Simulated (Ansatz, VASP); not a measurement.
One calculation of Ir, two programs

```
Ir
1.0
     0.00000    1.92027    1.92027
     1.92027    0.00000    1.92027
     1.92027    1.92027    0.00000
Ir
1
Direct
  0.00000 0.00000 0.00000
```

Alike in both runs: functional PBE; dispersion D3(BJ); k mesh 18 × 18 × 18; occupations gaussian, width 0.1 eV; no spin polarisation.

Ansatz relaxed the structure, and its values are those at the end. VASP's run is a single point on that final structure, the one shown.

|  | VASP | Ansatz |
| --- | --- | --- |
| version | VASP 6.6.1 | Ansatz 0.2.0 |
| potentials or method | VASP PAW PBE potentials, release 64 (Ir), cutoff 520 eV | scalar-relativistic, plane waves, PAW |
| valence electrons in the cell | 9 | 17 |

```tsv
	VASP	Ansatz	Ansatz less VASP
gap on the k mesh at the Fermi level (eV)	none	none	-
pressure (GPa)	0.6	0.0	-0.57
```

A gap of «none» marks a metal or a gap that the smearing closes. VASP's potentials hold 9 valence electrons a cell and Ansatz's 17, so a difference there can come from the potentials and not from the codes.

Spin-orbit coupling is off throughout.
